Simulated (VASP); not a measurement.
Input of a VASP 6.6.1 run:

INCAR

```
PREC     = Accurate       # precision mode
ENCUT    = 520            # plane-wave cutoff, eV
EDIFF    = 1E-6           # SCF threshold, eV
ISMEAR   = 0              # smearing method
SIGMA    = 0.01           # smearing width, eV
LREAL    = False          # projectors in reciprocal space
LASPH    = True           # aspherical terms in the spheres
NELM     = 80             # most SCF steps
ALGO     = Normal         # electronic algorithm
ISIF     = 2              # what is computed and relaxed
LWAVE    = False          # write WAVECAR
LCHARG   = False          # write CHGCAR
NBANDS   = 16             # bands
```

File KPOINTS:

```
regular mesh
0
Gamma
  8 8 4
```

Contents of POSCAR:

```
SiC
1.0
    3.0563617626      0.0000000000      0.0000000000
   -1.5281808813      2.6468869296      0.0000000000
    0.0000000000      0.0000000000      5.0409930154
Si C
2 2
Direct
    0.3333333333      0.6666666667      0.0048456636
    0.6666666667      0.3333333333      0.5048456636
    0.3333333333      0.6666666667      0.3801543364
    0.6666666667      0.3333333333      0.8801543364
```

Potentials or basis: VASP PAW LDA potentials, release 64 (Si, C).

Launch:

```sh
$ cat potpaw_LDA.64/Si/POTCAR potpaw_LDA.64/C/POTCAR > POTCAR
$ mpirun -np 1 vasp_std > vasp.out
```

Q: What does it give for the pressure?

A: -0.7 GPa.

Q: What does it give for the band gap on the k mesh?

A: 2.35 eV, indirect (least direct gap 3.94 eV).

Stress tensor (GPa, compression positive):
```
 0.12  0.00  0.00
 0.00  0.12  0.00
 0.00  0.00 -2.42
```

Caveat: the cell differs from its parent crystal (z stretched by +0.5 %, x and y held). A k mesh can miss the band edges.
